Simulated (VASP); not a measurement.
A run of VASP 6.6.1 is set up as follows.

Contents of INCAR:

```
ALGO = Normal ; EDIFF = 1E-7
EDIFFG = -0.03 ; ENCUT = 600
GGA = PS ; GGA_COMPAT = False
IBRION = 2 ; ISIF = 3
ISMEAR = 1 ; LASPH = True
LCHARG = False ; LREAL = False
LWAVE = False ; NELM = 120
NELMIN = 4 ; NSW = 80
PREC = Accurate ; SIGMA = 0.1
```

KPOINTS

```
k-points
0
Gamma
  6 6 4
```

POSCAR

```
Mg
1.0
    3.2093000000      0.0000000000      0.0000000000
   -1.6046500000      2.7793353300      0.0000000000
    0.0000000000      0.0000000000      5.2103000000
Mg
2
Direct
    0.3333333333      0.6666666667      0.2500000000
    0.6666666667      0.3333333333      0.7500000000
```

Potentials or basis: VASP PAW PBE potentials, release 64 (Mg).

Command:

```sh
$ cat potpaw_PBE.64/Mg/POTCAR > POTCAR
$ mpirun -np 1 vasp_std > vasp.out
```

Problem. Estimate the band gap on the k mesh.

Solution. Zero (band 2 reaches 2.97 eV, above the bottom of band 3 at 1.36 eV).

Problem. Estimate the relaxed cell.

Solution. a = 3.161 Å, b = 3.161 Å, c = 5.192 Å, α = 90.00°, β = 90.00°, γ = 120.00°.

Problem. What does it give for the space group after relaxing (to 0.05 Å)?

Solution. P6_3/mmc (No. 194).

Problem. Predict the relaxed volume.

Solution. 22.46 Å³/atom.

The path:
```csv
step,energy change (eV),largest force (eV/Å),pressure (GPa),volume (Å³)
1,0.0000,0.0000,-1.15,46.47
2,-0.0053,0.0000,-0.30,45.36
3,-0.0058,0.0000,0.03,44.96
4,-0.0062,0.0000,0.04,44.94
5,-0.0063,0.0000,0.06,44.91
```

Caveat: the k points lie up to 0.38 Å⁻¹ apart in the final cell; the PAW data sets were made with another functional, which shifts forces and pressure a little.
